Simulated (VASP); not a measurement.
# Ag4F3: single point with PBE

The system is Ag4F3.

```
Ag F
1.0
     5.01628    0.00000    0.00000
     0.00000    5.01628    0.00000
     0.00000    0.00000    5.01628
Ag F
4 3
Direct
  0.69971 0.69971 0.69971
  0.30029 0.30029 0.69971
  0.30029 0.69971 0.30029
  0.69971 0.30029 0.30029
  0.00000 0.00000 0.50000
  0.50000 0.00000 0.00000
  0.00000 0.50000 0.00000
```

The cell was built from a structure type or drawn by symmetry, and may not be a known phase.

* Program: VASP 6.6.1
* Task: single point
* Functional: PBE
* Potentials or basis: VASP PAW PBE potentials, release 64 (Ag, F)
* Cutoff: 520 eV
* k mesh: 4 × 4 × 4
* Occupations: gaussian, width 0.1 eV
* Spin: no spin polarisation
* Dipole correction: no
* Further INCAR settings: ALGO = Normal; EDIFF = 1e-07; NBANDS = 42

```yaml
Pressure: -0.3 GPa
Largest_force: 0.007 eV/Å
Band_gap_on_the_k_mesh: zero (an odd number of electrons rules out a gap without spin polarisation)
```

Forces in eV/Å, atoms in the order of the input:
```
Ag  -0.004 -0.004 -0.004
Ag   0.004  0.004 -0.004
Ag   0.004 -0.004  0.004
Ag  -0.004  0.004  0.004
F    0.000  0.000  0.000
F    0.000  0.000  0.000
F    0.000  0.000  0.000
```

Levels at points of the mesh, in eV from the Fermi level:
```tsv
k point	band 29	band 30	band 31	band 32	band 33	band 34	band 35	band 36
(0.00, 0.00, 0.00)	-1.50	-1.50	-0.68	-0.68	-0.68	4.94	5.24	5.24
(0.50, 0.00, 0.00)	-1.24	-1.24	-0.68	-0.68	-0.47	1.53	6.21	6.21
(0.50, 0.50, 0.00)	-1.25	-1.16	-1.16	-0.81	0.45	2.95	2.95	5.05
(0.50, 0.50, 0.50)	-1.69	-0.61	-0.61	-0.61	0.21	4.08	4.08	4.08
```

Wall time 74 s on 1 thread of Oxide Virtual Turin-like Processor (shared host), peak memory 0.22 GiB.

Caveat: an odd number of electrons without spin polarisation forces a metal; a magnetic or distorted state may lie lower.
